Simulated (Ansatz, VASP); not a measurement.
## MnPt in VASP and in Ansatz

Contents of INCAR:

```
SYSTEM = MnPt
  PREC = Accurate
  ENCUT = 520
  EDIFF = 1E-6
  ISMEAR = 0
  SIGMA = 0.05
  LREAL = .False.
  LASPH = .True.
  NELM = 150
  ALGO = Normal
  ISIF = 2
  LWAVE = .False.
  LCHARG = .False.
  ISPIN = 2
  MAGMOM = 3.5 -3.5 0 0
  LORBIT = 11
  LMAXMIX = 4
  GGA = CA
  NBANDS = 35
```

File KPOINTS:

```
Automatic mesh
0
Gamma
  12 12 12
  0 0 0
```

File POSCAR:

```
MnPt
1.0
   -2.7618001113      0.0000000000      3.5661764729
    2.7618001113      0.0000000000      3.5661764729
    0.0000000000      2.7618001113     -3.5661764729
Mn Pt
2 2
Direct
    0.0000000000      0.0000000000      0.0000000000
    0.5000000000      0.5000000000      0.0000000000
    0.2500000000      0.7500000000      0.5000000000
    0.7500000000      1.2500000000      0.5000000000
```

Input for Ansatz:

```yaml
crystal:
  lattice:
    - [-2.7618001113, 0.0, 3.5661764729]
    - [2.7618001113, 0.0, 3.5661764729]
    - [0.0, 2.7618001113, -3.5661764729]
  atoms:
    - { symbol: Mn, position: [0.0, 0.0, 0.0], spin: 3.5 }
    - { symbol: Pt, position: [0.25, 0.75, 0.5] }
    - { symbol: Mn, position: [0.5, 0.5, 0.0], spin: -3.5 }
    - { symbol: Pt, position: [0.75, 1.25, 0.5] }
basis:
  ecutwfc: 420
  ecutrho_ratio: 4
kpoints:
  mp_grid: { grid: [12, 12, 12] }
hamiltonian:
  xc: lda
scf:
  occupations: { method: gaussian, width: 0.05 }
  lower_state_search: "off"
output:
  forces: true
  stress: true
  eigenvalues: true
  populations: true
magnetization:
  spin_polarized: true
```

Alike in both runs: task single point; functional LDA; k mesh 12 × 12 × 12; occupations gaussian, width 0.05 eV; collinear spin.

|  | VASP | Ansatz |
| --- | --- | --- |
| version | VASP 6.6.1 | Ansatz 0.2.0 |
| potentials or method | VASP PAW LDA potentials, release 64 (Mn_pv, Pt), cutoff 520 eV | scalar-relativistic, plane waves, PAW |
| valence electrons in the cell | 46 | 66 |

Ansatz gave:

```
gap on the k mesh at the Fermi level (eV)                     : none
pressure (GPa)                                                : -2.8
net moment per atom (μB)                                      : 0.00
size of the moment on the site where the two differ most (μB) : 3.26
```

Problem. What did VASP give for the same quantities?

Solution. gap on the k mesh at the Fermi level (eV): none; pressure (GPa): -3.3; net moment per atom (μB): 0.00; size of the moment on the site where the two differ most (μB): 3.20.

LDA's correlation is that of Perdew and Zunger in VASP and of Perdew and Wang (1992) in Ansatz. Site moments also hang on the region over which each program counts them. A gap of «none» marks a metal or a gap that the smearing closes. VASP's potentials hold 46 valence electrons a cell and Ansatz's 66, so a difference there can come from the potentials and not from the codes.

Neither program's run includes spin-orbit coupling.
